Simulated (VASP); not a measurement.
Set up this calculation in VASP 6.6.1, as the native input.

| Quantity | Value |
| --- | --- |
| Task | single point |
| Functional | PBEsol |
| Potentials or basis | VASP PAW PBE potentials, release 64 (Ru_pv) |
| Cutoff | 520 eV |
| k mesh | 21 × 21 × 12 |
| Occupations | gaussian, width 0.15 eV |
| Spin | no spin polarisation |
| Dipole correction | no |
| Further INCAR settings | ALGO = Fast; EDIFF = 1e-07; NBANDS = 21 |

The structure of Ru lies in POSCAR:

```
Ru
1.0
    2.6652123442      0.0000000000      0.0000000000
   -1.3326061721      2.3081415966      0.0000000000
    0.0000000000      0.0000000000      4.1534430000
Ru
2
Direct
    0.3333333333      0.6666666667      0.2500000000
    0.6666666667      0.3333333333      0.7500000000
```

This cell differs from its parent crystal: strain -0.015 along x and y, -0.030 along z.

The input as run:

INCAR

```
PREC     = Accurate       # precision mode
ENCUT    = 520            # plane-wave cutoff, eV
EDIFF    = 1E-7           # SCF threshold, eV
ISMEAR   = 0              # smearing method
SIGMA    = 0.15           # smearing width, eV
LREAL    = False          # projectors in reciprocal space
LASPH    = True           # aspherical terms in the spheres
NELM     = 100            # most SCF steps
ALGO     = Fast           # electronic algorithm
ISIF     = 2              # what is computed and relaxed
LWAVE    = False          # write WAVECAR
LCHARG   = False          # write CHGCAR
GGA      = PS             # functional
NBANDS   = 21             # bands
```

KPOINTS

```
Automatic mesh
0
Gamma
  21 21 12
```

Potentials or basis: VASP PAW PBE potentials, release 64 (Ru_pv).

Run with:

```bash
$ cat potpaw_PBE.64/Ru_pv/POTCAR > POTCAR
$ mpirun -np 1 vasp_std > vasp.out
```

It gave:

```yaml
Pressure: 16.4 GPa
Band_gap_on_the_k_mesh: zero (bands 14 and 15 overlap by 3.55 eV)
```

Caveat: the cell differs from its parent crystal (strain -0.015 along x and y, -0.030 along z); the stress differs along the axes, from 14 to 22 GPa; the PAW data sets were made with another functional, which shifts forces and pressure a little.

Wall time 2.3 min on 1 thread of Intel(R) Xeon(R) Platinum 8259CL CPU @ 2.50GHz (Skylake/Cascade Lake), with other jobs on the host, peak memory 0.25 GiB.
